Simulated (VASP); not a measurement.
**SiO2 (Cristobalite): relaxation of the atoms with PBE**

The system is SiO2 (Cristobalite).

```
CELL_PARAMETERS angstrom
4.97900 0.00000 0.00000
0.00000 4.97900 0.00000
0.00000 0.00000 6.95000
ATOMIC_POSITIONS crystal
Si 0.30017 0.30017 0.00000
Si 0.19983 0.80017 0.25000
Si 0.69983 0.69983 0.50000
Si 0.80017 0.19983 0.75000
O 0.23944 0.10492 0.17852
O 0.39508 0.73944 0.42852
O 0.76056 0.89508 0.67852
O 0.60492 0.26056 0.92852
O 0.73944 0.39508 0.57148
O 0.89508 0.76056 0.32148
O 0.26056 0.60492 0.07148
O 0.10492 0.23944 0.82148
```

```
Program                : VASP 6.6.1
Task                   : relaxation of the atoms
Functional             : PBE
Potentials or basis    : VASP PAW PBE potentials, release 64 (Si, O)
Cutoff                 : 520 eV
k mesh                 : 5 × 5 × 4
Occupations            : fermi-dirac, width 0.02 eV
Spin                   : no spin polarisation
Dipole correction      : no
Further INCAR settings : ALGO = Normal; EDIFF = 1e-06; IBRION = 2; EDIFFG = -0.02; NSW = 80
```

```json
{"Energy gained by relaxing": "8.1 meV/atom", "Ionic steps": "18", "Pressure after relaxing": "1.3 GPa", "Largest force after relaxing": "0.017 eV/Å", "Band gap on the k mesh": "5.62 eV, direct"}
```

Forces on the atoms (eV/Å):
```
Si   0.012  0.012  0.000
Si  -0.012  0.012  0.000
Si  -0.012 -0.012  0.000
Si   0.012 -0.012  0.000
O   -0.001  0.010 -0.007
O   -0.010 -0.001 -0.007
O    0.001 -0.010 -0.007
O    0.010  0.001 -0.007
O   -0.001 -0.010  0.007
O   -0.010  0.001  0.007
O    0.001  0.010  0.007
O    0.010 -0.001  0.007
```

Stress tensor (GPa, compression positive):
```
1.48 0.00 0.00
0.00 1.48 0.00
0.00 0.00 0.96
```

The path:
| step | energy change (eV) | largest force (eV/Å) | pressure (GPa) |
| --- | --- | --- | --- |
| 1 | 0.0000 | 0.4175 | 6.42 |
| 2 | -0.0319 | 0.5400 | 4.97 |
| 3 | -0.0321 | 0.5036 | 5.07 |
| 4 | -0.0531 | 0.3922 | 4.34 |
| 5 | -0.0772 | 0.2036 | 2.21 |
| 6 | -0.0774 | 0.1631 | 2.40 |
| 7 | -0.0803 | 0.1708 | 2.37 |
| 8 | -0.0868 | 0.1929 | 2.25 |
| 9 | -0.0910 | 0.2349 | 2.02 |
| 10 | -0.0928 | 0.1683 | 1.96 |
| 11 | -0.0949 | 0.0749 | 1.81 |
| 12 | -0.0952 | 0.0676 | 1.78 |
| 13 | -0.0959 | 0.0492 | 1.70 |
| 14 | -0.0965 | 0.0474 | 1.54 |
| 15 | -0.0967 | 0.0250 | 1.47 |
| 16 | -0.0967 | 0.0280 | 1.47 |
| 17 | -0.0968 | 0.0253 | 1.42 |
| 18 | -0.0970 | 0.0172 | 1.30 |

Final structure:
```cif
data_structure
_symmetry_space_group_name_H-M 'P 1'
_symmetry_Int_Tables_number 1
_cell_length_a 4.9790
_cell_length_b 4.9790
_cell_length_c 6.9500
_cell_angle_alpha 90.000
_cell_angle_beta 90.000
_cell_angle_gamma 90.000
_cell_volume 172.29
loop_
_atom_site_label
_atom_site_type_symbol
_atom_site_fract_x
_atom_site_fract_y
_atom_site_fract_z
_atom_site_occupancy
Si1 Si 0.30430 0.30430 0.00000 1
Si2 Si 0.19570 0.80430 0.25000 1
Si3 Si 0.69570 0.69570 0.50000 1
Si4 Si 0.80430 0.19570 0.75000 1
O1 O 0.23723 0.11465 0.18422 1
O2 O 0.38535 0.73723 0.43422 1
O3 O 0.76277 0.88535 0.68422 1
O4 O 0.61465 0.26277 0.93422 1
O5 O 0.73723 0.38535 0.56578 1
O6 O 0.88535 0.76277 0.31578 1
O7 O 0.26277 0.61465 0.06578 1
O8 O 0.11465 0.23723 0.81578 1
```

Levels at points of the mesh, in eV from the valence-band top:
| k point | band 30 | band 31 | band 32 | band 33 | band 34 | band 35 |
| --- | --- | --- | --- | --- | --- | --- |
| (0.00, 0.00, 0.00) | -0.34 | -0.34 | 0.00 | 5.62 | 8.76 | 8.76 |
| (0.00, 0.00, 0.50) | -0.55 | -0.37 | -0.37 | 6.88 | 6.88 | 9.29 |

It took 11 min on 1 × NVIDIA H100 80GB with 1 thread of Intel(R) Xeon(R) Platinum 8481C CPU @ 2.70GHz (Sapphire Rapids), on a shared host, peak memory 1.3 GiB.

A k mesh can miss the band edges. As with any semilocal functional, this PBE gap is likely too small.
